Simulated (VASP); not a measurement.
**CdO (rock salt type): single point with PBE**

The system is CdO (rock salt type).

```
Cd O
1.0
     0.00000    2.39000    2.39000
     2.39000    0.00000    2.39000
     2.39000    2.39000    0.00000
Cd O
1 1
Direct
  0.00000 0.00000 0.00000
  0.50000 0.50000 0.50000
```

```
Program                : VASP 6.6.1
Task                   : single point
Functional             : PBE
Potentials or basis    : VASP PAW PBE potentials, release 64 (Cd, O)
Cutoff                 : 600 eV
k mesh                 : 6 × 6 × 6
Occupations            : fermi-dirac, width 0.02 eV
Spin                   : no spin polarisation
Dipole correction      : no
Further INCAR settings : ALGO = Normal; EDIFF = 1e-06; NBANDS = 16
```

The pressure is 0.0 GPa and the band gap on the k mesh is zero (band 9 reaches 1.56 eV, above the bottom of band 10 at 1.04 eV).

Levels at points of the mesh, in eV from the Fermi level:
```csv
k point,band 7,band 8,band 9,band 10,band 11,band 12
"(0.00, 0.00, 0.00)",-1.18,-1.18,-1.18,-0.56,14.87,16.64
"(0.50, 0.00, 0.00)",-3.72,-0.04,-0.04,4.38,6.92,11.66
"(0.50, 0.50, 0.00)",-4.01,-2.10,-2.10,3.64,8.30,11.00
```

Run time: 12 s on 1 thread of Intel(R) Xeon(R) Platinum 8375C CPU @ 2.90GHz (Ice Lake) (shared host), peak memory 0.15 GiB.

Caveat: the k points lie up to 0.38 Å⁻¹ apart.
